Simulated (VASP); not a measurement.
Cu: single point with LDA

Cu:

```xyz
1
Lattice="0.0000 1.8075 1.8075 1.8075 0.0000 1.8075 1.8075 1.8075 0.0000" Properties=species:S:1:pos:R:3 pbc="T T T"
Cu    0.0000    0.0000    0.0000
```

```yaml
Program: VASP 6.6.1
Task: single point
Functional: LDA
Potentials_or_basis: VASP PAW LDA potentials, release 64 (Cu)
Cutoff: 600 eV
k_mesh: 7 × 7 × 7
Occupations: fermi-dirac, width 0.05 eV
Spin: no spin polarisation
Dipole_correction: no
Further_INCAR_settings: ALGO = Normal; EDIFF = 1e-06; NBANDS = 12
```

The pressure is -11.9 GPa and the band gap on the k mesh is zero (an odd number of electrons rules out a gap without spin polarisation).

Levels at points of the mesh, in eV from the Fermi level:
```
           k point  band 2  band 3  band 4  band 5  band 6  band 7  band 8  band 9  band 10  band 11
(0.00, 0.00, 0.00)   -3.25   -3.25   -3.25   -2.42   -2.42   22.49   24.95   24.95    24.95    27.49
```

It took 7.4 s on 1 thread of Intel Xeon 8259CL, with other jobs on the host, peak memory 0.12 GiB.

Caveat: the k points lie up to 0.43 Å⁻¹ apart, too coarse for converged energies and pressures of a metal.
